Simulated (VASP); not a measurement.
# As2Ir3 (R-3m) in VASP: single point with r2SCAN

Aim: the single point of As2Ir3 with r2SCAN.

All numbers are computed with VASP 6.6.1; they aren't measurements. Logs are shortened: lines on timing, memory, paths and dates and some standing lists are left out, and cuts for length are marked.

## 1. The cell of the first run

It takes space group R-3m (No. 166, trigonal). Conventional cell: a = 3.519 Å, b = 3.519 Å, c = 24.808 Å, α = 90.00°, β = 90.00°, γ = 120.00°. Within 3.2 Å of As (site symmetry 3m) lie 6 Ir at 2.46 to 2.62 Å. Ir (site symmetry 3m) has 3 As at 2.46 Å and 3 Ir at 2.99 Å within 3.2 Å. Within 3.7 Å of Ir (site symmetry -3m) lie 6 As at 2.62 Å and 12 Ir at 3.52 to 3.65 Å.

## 2. Single point, r2SCAN

Input file POSCAR:

```
As2Ir3
1.0
    3.5191807900      0.0000000000      0.0000000000
   -1.7595904000      3.0477016200      0.0000000000
   -1.7595904000      1.0159002000      8.2693879700
As Ir
2 3
Direct
    0.6000000000      0.4000000000      0.8000000000
    0.4000000000      0.6000000000      0.2000000000
    0.7890000000      0.2110000000      0.3670000000
    0.2110000000      0.7890000000      0.6330000000
    0.0000000000      0.0000000000      0.0000000000
```

Input file INCAR.step1:

```
SYSTEM = As2Ir3
PREC = Accurate
ENCUT = 520
ISMEAR = -1
SIGMA = 0.0358
LREAL = .FALSE.
LASPH = .TRUE.
NELM = 100
NBANDS = 26
GGA = PE
ALGO = Normal
EDIFF = 1E-4
LWAVE = .TRUE.
LCHARG = .FALSE.
```

Input file INCAR.step2:

```
SYSTEM = As2Ir3
PREC = Accurate
ENCUT = 520
EDIFF = 1E-7
ISMEAR = -1
SIGMA = 0.0358
LREAL = .FALSE.
LASPH = .TRUE.
NELM = 100
ALGO = Normal
ISIF = 2
LWAVE = .FALSE.
LCHARG = .FALSE.
METAGGA = R2SCAN
LMIXTAU = .TRUE.
NBANDS = 26
ISTART = 1
```

Input file KPOINTS:

```
regular mesh
0
G
  10 10 10
  0 0 0
```

Potentials or basis: VASP PAW PBE potentials, release 64 (As, Ir).

The run is started by

```bash
> cat potpaw_PBE.64/As/POTCAR potpaw_PBE.64/Ir/POTCAR > POTCAR
> cp INCAR.step1 INCAR
> mpirun -np 1 vasp_std > vasp.out
> cp INCAR.step2 INCAR
> mpirun -np 1 vasp_std > vasp.out
```

OUTCAR:

```text
SYSTEM = As2Ir3
   PREC = Accurate
   ENCUT = 520
   EDIFF = 1E-7
   ISMEAR = -1
   LREAL = .FALSE.
   LASPH = .TRUE.
   NELM = 100
   ISIF = 2
   METAGGA = R2SCAN
   ISTART = 1

 ion  position               nearest neighbor table
   1  0.600  0.400  0.800-   4 2.46   4 2.46   4 2.46   5 2.62   5 2.62   5 2.62
   2  0.400  0.600  0.200-   3 2.46   3 2.46   3 2.46   5 2.62   5 2.62   5 2.62
   3  0.789  0.211  0.367-   2 2.46   2 2.46   2 2.46   4 2.99   4 2.99   4 2.99
   4  0.211  0.789  0.633-   1 2.46   1 2.46   1 2.46   3 2.99   3 2.99   3 2.99
   5  0.000  0.000  0.000-   1 2.62   2 2.62   2 2.62   1 2.62   1 2.62   2 2.62

  LATTYP: Found a trigonal (rhomboedric) cell.
 ALAT       =     8.5153387724
 COS(alpha) =     0.9146016127

  Lattice vectors:

 A1 = (  -0.0000000000,  -2.0318014200,   8.2693879700)
 A2 = (   1.7595903900,   1.0159002000,   8.2693879700)
 A3 = (  -1.7595904000,   1.0159002000,   8.2693879700)

Analysis of symmetry for initial positions (statically):
=====================================================================
 Subroutine PRICEL returns:
 Original cell was already a primitive cell.

 Routine SETGRP: Setting up the symmetry group for a
 trigonal (rhombohedral) supercell.

 Subroutine GETGRP returns: Found 12 space group operations
 (whereof 12 operations were pure point group operations)
 out of a pool of 12 trial point group operations.

The static configuration has the point symmetry D_3d.

Analysis of symmetry for dynamics (positions and initial velocities):
=====================================================================
 Subroutine PRICEL returns:
 Original cell was already a primitive cell.

 Routine SETGRP: Setting up the symmetry group for a
 trigonal (rhombohedral) supercell.

 Subroutine GETGRP returns: Found 12 space group operations
 (whereof 12 operations were pure point group operations)
 out of a pool of 12 trial point group operations.

The dynamic configuration has the point symmetry D_3d.

 Subroutine INISYM returns: Found 12 space group operations
 (whereof 12 operations are pure point group operations),
 and found     1 'primitive' translations

----------------------------------------------------------------------------------------

                                     Primitive cell

  volume of cell :      88.6926

  direct lattice vectors                    reciprocal lattice vectors
     3.519180790  0.000000000  0.000000000     0.284157041  0.164058055  0.040309318
    -1.759590400  3.047701620  0.000000000     0.000000000  0.328116110 -0.040309298
    -1.759590400  1.015900200  8.269387970     0.000000000  0.000000000  0.120927934

  length of vectors
     3.519180790  3.519182226  8.515338454     0.330582986  0.330582851  0.120927934

  position of ions in fractional coordinates (direct lattice)
     0.600000000  0.400000000  0.800000000
     0.400000000  0.600000000  0.200000000
     0.789000000  0.211000000  0.367000000
     0.211000000  0.789000000  0.633000000
     0.000000000  0.000000000  0.000000000

  ion indices of the primitive-cell ions
   primitive index   ion index
                 1           1
                 2           2
                 3           3
                 4           4
                 5           5

----------------------------------------------------------------------------------------

 KPOINTS: regular mesh

Automatic generation of k-mesh.
 Grid dimensions read from file:
 generate k-points for:   10   10   10

 Generating k-lattice:

  Cartesian coordinates                     Fractional coordinates (reciprocal lattice)
     0.028415704  0.016405806  0.004030932     0.100000000  0.000000000 -0.000000000
     0.000000000  0.032811611 -0.004030930     0.000000000  0.100000000  0.000000000
     0.000000000  0.000000000  0.012092793     0.000000000  0.000000000  0.100000000

  Length of vectors
     0.033058299  0.033058285  0.012092793

  Shift w.r.t. Gamma in fractional coordinates (k-lattice)
     0.000000000  0.000000000  0.000000000

 Subroutine IBZKPT returns following result:
 ===========================================

 Found    116 irreducible k-points:

 Following reciprocal coordinates:
            Coordinates               Weight
  0.000000  0.000000  0.000000      1.000000
  0.100000 -0.000000  0.000000      6.000000
  0.200000 -0.000000  0.000000      6.000000
  0.300000  0.000000  0.000000      6.000000
  0.400000 -0.000000 -0.000000      6.000000
  0.500000  0.000000  0.000000      3.000000
[... 16 lines left out ...]
  0.300000  0.300000  0.000000      6.000000
  0.400000  0.300000 -0.000000     12.000000
 [... further k-points ...]
   k-points           NKPTS =    116   k-points in BZ     NKDIM =    116   number of bands    NBANDS=     26
   number of dos      NEDOS =    301   number of ions     NIONS =      5
   total plane-waves  NPLWV =  50176
   dimension x,y,z NGX =    28 NGY =   28 NGZ =   64
   dimension x,y,z NGXF=    56 NGYF=   56 NGZF=  128
   ions per type =               2   3
   NGX,Y,Z   is equivalent  to a cutoff of  13.23, 13.23, 12.49 a.u.
   NGXF,Y,Z  is equivalent  to a cutoff of  26.45, 26.45, 24.99 a.u.
 SYSTEM =  As2Ir3
   PREC   = accura    normal or accurate (medium, high low for compatibility)
   ISTART =      1    job   : 0-new  1-cont  2-samecut
   ICHARG =      0    charge: 1-file 2-atom 10-const
   ISPIN  =      1    spin polarized calculation?
   LNONCOLLINEAR =      F non collinear calculations
   LSORBIT =      F    spin-orbit coupling
   LASPH  =      T    aspherical Exc in radial PAW
   ENCUT  =  520.0 eV  38.22 Ry    6.18 a.u.   6.54  6.54 15.83*2*pi/ulx,y,z
   NELM   =    100;   NELMIN=  2; NELMDL=  0     # of ELM steps
   EDIFF  = 0.1E-06   stopping-criterion for ELM
   LREAL  =      F    real-space projection
   EDIFFG = 0.1E-05   stopping-criterion for IOM
   NSW    =      0    number of steps for IOM
   IBRION =     -1    ionic relax: 0-MD 1-quasi-New 2-CG
   NFREE  =      0    steps in history (QN), initial steepest desc. (CG)
   ISIF   =      2    stress and relaxation
   ISYM   =      2    0-nonsym 1-usesym 2-fastsym
   POTIM  = 0.5000    time-step for ionic-motion
   TEBEG  =    0.0;   TEEND  =   0.0 temperature during run
   PSTRESS=    0.0 pullay stress
   NELECT =      37.0000    total number of electrons
   NUPDOWN=      -1.0000    fix difference up-down
   EMIN   =  10.00;   EMAX   =-10.00  energy-range for DOS
   EFERMI =   0.00;   METHOD = LEGACY
   ISMEAR =    -1;   SIGMA  =   0.04  broadening in eV -4-tet -1-fermi 0-gaus
   EFERMI_NEDOS =   21; number of points for ismear=-14 and -15
   IALGO  =     38    algorithm
   IMIX   =      4    mixing-type and parameters
     AMIX     =   0.40;   BMIX     =  1.00
     AMIX_MAG =   1.60;   BMIX_MAG =  1.00
  volume/ion in A,a.u.               =      17.74       119.71
  Fermi-wavevector in a.u.,A,eV,Ry     =   1.223244  2.311595 20.358735  1.496325
  Thomas-Fermi vector in A             =   2.358361
   LORBIT       =      0    0 simple, 1 ext, 2 COOP (PROOUT), +10 PAW based schemes
   METAGGA = R2SCAN    functional components
   LHFCALC =     F    Hartree Fock is set to
   AEXX    =    0.0000 exact exchange contribution
   IVDW    =     0    specifies the selected vdW correction
   LEPSILON=     F    determine dielectric tensor
   LRPA    =     F    only Hartree local field effects (RPA)
 non-spin polarized calculation
  energy-cutoff  :      520.00
  volume of cell :       88.69
 maximum number of plane-waves:      2449
 NGX is ok and might be reduce to    28
   NGX = 13   NGY = 13   NGZ = 31

 number of electron      36.9999996 magnetization

 Free energy of the ion-electron system (eV)
  ---------------------------------------------------
  ext. energy  EPLUGINS =         0.00000000
  ---------------------------------------------------
  free energy    TOTEN  =      -183.97678723 eV

  energy without entropy =     -183.96068168  energy(sigma->0) =     -183.96873446

 E-fermi :   6.4895     XC(G=0): -12.6230

 val. band max:        6.4883748359   @ k =   0.3000  -0.3000   0.2000
 cond. band min:       6.4980363554   @ k =   0.3000  -0.4000   0.2000
 fundamental gap:      0.0096615195
 Fermi energy:         6.4895487947

 k-point     1 :       0.0000    0.0000    0.0000
  band No.  band energies     occupation
      1      -7.5011      2.00000
      2      -6.3987      2.00000
      3      -1.1060      2.00000
      4       1.6304      2.00000
      5       2.1523      2.00000
      6       2.1523      2.00000
[... 18 lines left out ...]
     25      12.6304      0.00000
     26      13.9208      0.00000

 k-point     2 :       0.1000   -0.0000    0.0000
  band No.  band energies     occupation
      1      -7.3555      2.00000
      2      -6.3225      2.00000
      3      -0.8975      2.00000
      4       1.5969      2.00000
      5       2.1215      2.00000
      6       2.2257      2.00000
[... 18 lines left out ...]
     25      13.5501      0.00000
     26      14.7517      0.00000

 k-point     3 :       0.2000   -0.0000    0.0000
  band No.  band energies     occupation
      1      -6.9401      2.00000
      2      -6.1133      2.00000
      3      -0.3076      2.00000
      4       1.4243      2.00000
      5       1.6676      2.00000
      6       2.0177      2.00000
[... 18 lines left out ...]
     25      13.0665      0.00000
     26      14.2290      0.00000

 k-point     4 :       0.3000    0.0000    0.0000
  band No.  band energies     occupation
      1      -6.3348      2.00000
      2      -5.8254      2.00000
      3       0.3264      2.00000
      4       0.7346      2.00000
      5       1.1521      2.00000
      6       1.7895      2.00000
[... 18 lines left out ...]
     25      11.1071      0.00000
     26      13.5266      0.00000
[... 496 lines left out ...]
      1      -6.9373      2.00000
      2      -6.1161      2.00000
      3      -0.3295      2.00000
      4       1.2150      2.00000
      5       1.8533      2.00000
      6       2.1235      2.00000
[... 18 lines left out ...]
     25      12.8319      0.00000
     26      14.2740      0.00000

 k-point    23 :       0.3000    0.3000    0.0000
  band No.  band energies     occupation
      1      -5.2527      2.00000
      2      -5.2489      2.00000
      3       0.0546      2.00000
      4       0.7790      2.00000
      5       0.8350      2.00000
      6       1.4121      2.00000
[... 18 lines left out ...]
     25      12.1653      0.00000
     26      13.0113      0.00000

 k-point    24 :       0.4000    0.3000   -0.0000
  band No.  band energies     occupation
      1      -5.2642      2.00000
      2      -5.2375      2.00000
      3       0.0422      2.00000
      4       0.6972      2.00000
      5       0.9915      2.00000
      6       1.3981      2.00000
[... 18 lines left out ...]
     25      11.0920      0.00000
     26      12.9089      0.00000

 [... further k-points ...]

------------------------ aborting loop because EDIFF is reached ----------------------------------------

  FORCE on cell =-STRESS in cart. coord.  units (eV):
  Direction    XX          YY          ZZ          XY          YZ          ZX
  --------------------------------------------------------------------------------------
  -------------------------------------------------------------------------------------
  Total       -5.4597226     -5.4597286     -8.0786293      0.0000000      0.0000003      0.0000000
  in kB      -98.6265340    -98.6266412   -145.9354732      0.0000002      0.0000060      0.0000001
  external PRESSURE =    -114.3962161 kB  Pullay stress =       0.0000000 kB

 VOLUME and BASIS-vectors are now :
 -----------------------------------------------------------------------------
  energy-cutoff  :      520.00
  volume of cell :       88.69
      direct lattice vectors                 reciprocal lattice vectors
     3.519180790  0.000000000  0.000000000     0.284157041  0.164058055  0.040309318
    -1.759590400  3.047701620  0.000000000     0.000000000  0.328116110 -0.040309298
    -1.759590400  1.015900200  8.269387970     0.000000000  0.000000000  0.120927934

 POSITION                                       TOTAL-FORCE (eV/Angst)
 -----------------------------------------------------------------------------------
     -0.00000      2.03180      6.61551         0.000000      0.000000     -0.600077
     -0.00000      2.03180      1.65388        -0.000000     -0.000000      0.600077
      1.75959      1.01590      3.03487         0.000000      0.000000     -0.307236
     -1.75959      3.04770      5.23452        -0.000000     -0.000000      0.307236
      0.00000      0.00000      0.00000        -0.000000     -0.000000      0.000000
 -----------------------------------------------------------------------------------
    total drift:                               -0.000000      0.000000     -0.000000

  FREE ENERGIE OF THE ION-ELECTRON SYSTEM (eV)
  ---------------------------------------------------
  free  energy   TOTEN  =      -183.9767872275 eV

  energy  without entropy=     -183.9606816842  energy(sigma->0) =     -183.96873446
```

It took 9.7 min on 1 thread of Intel Xeon 6975P-C (Granite Rapids), shared host; peak memory 0.39 GiB.

Results:

```
Free energy            : -183.9768 eV
Pressure               : -11.4 GPa
Largest force          : 0.600 eV/Å
Band gap on the k mesh : zero (an odd number of electrons rules out a gap without spin polarisation)
```

Forces in eV/Å, atoms in the order of the input:
```
As   0.000  0.000 -0.600
As   0.000  0.000  0.600
Ir   0.000  0.000 -0.307
Ir   0.000  0.000  0.307
Ir   0.000  0.000  0.000
```

Stress tensor (GPa, compression positive):
```
 -9.86   0.00   0.00
  0.00  -9.86   0.00
  0.00   0.00 -14.59
```

Caveat: the cell stands under tension; the PAW data sets were made with another functional, which shifts forces and pressure a little; spin-orbit coupling is left out, which moves the levels of the heavy elements.
